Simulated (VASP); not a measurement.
A run of VASP 6.6.1 is set up as follows.

Contents of INCAR:

```
SYSTEM = CO2
PREC = Accurate
ENCUT = 1340
EDIFF = 1E-6
ISMEAR = 0
SIGMA = 0.05
LREAL = .FALSE.
LASPH = .TRUE.
NELM = 120
ALGO = Normal
ISIF = 2
LWAVE = .FALSE.
LCHARG = .FALSE.
GGA = PE
NBANDS = 44
GGA_COMPAT = .FALSE.
```

KPOINTS

```
Automatic mesh
0
G
  4 4 4
  0 0 0
```

File POSCAR:

```
CO2
1.0
    6.0577362522      0.0000000000      0.0000000000
    0.0000000000      6.0577362522      0.0000000000
    0.0000000000      0.0000000000      6.0577362522
C O
4 8
Direct
    0.0000000000      0.0000000000      0.0000000000
    0.5000000000      0.0000000000      0.5000000000
    0.5000000000      0.5000000000      0.0000000000
    0.0000000000      0.5000000000      0.5000000000
    0.1114834447      0.1114834447      0.1114834447
    0.3885165553      0.8885165553      0.6114834447
    0.6114834447      0.3885165553      0.8885165553
    0.8885165553      0.6114834447      0.3885165553
    0.8885165553      0.8885165553      0.8885165553
    0.6114834447      0.1114834447      0.3885165553
    0.3885165553      0.6114834447      0.1114834447
    0.1114834447      0.3885165553      0.6114834447
```

Potentials or basis: VASP PAW PBE potentials, release 64 (C_h, O_h).

Command:

```bash
$ cat potpaw_PBE.64/C_h/POTCAR potpaw_PBE.64/O_h/POTCAR > POTCAR
$ mpirun -np 1 vasp_std > vasp.out
```

Predict the pressure.

-0.2 GPa.

Predict the band gap on the k mesh.

6.64 eV.

Forces in eV/Å, atoms in the order of the input:
```
C    0.000  0.000  0.000
C    0.000  0.000  0.000
C    0.000  0.000  0.000
C    0.000  0.000  0.000
O    0.005  0.005  0.005
O   -0.005 -0.005  0.005
O    0.005 -0.005 -0.005
O   -0.005  0.005 -0.005
O   -0.005 -0.005 -0.005
O    0.005  0.005 -0.005
O   -0.005  0.005  0.005
O    0.005 -0.005  0.005
```

Caveat: this functional lacks dispersion, which holds the molecules together, so the pressure and a relaxed volume are unreliable. A hybrid or GW would open this gap; PBE tends to underestimate it.
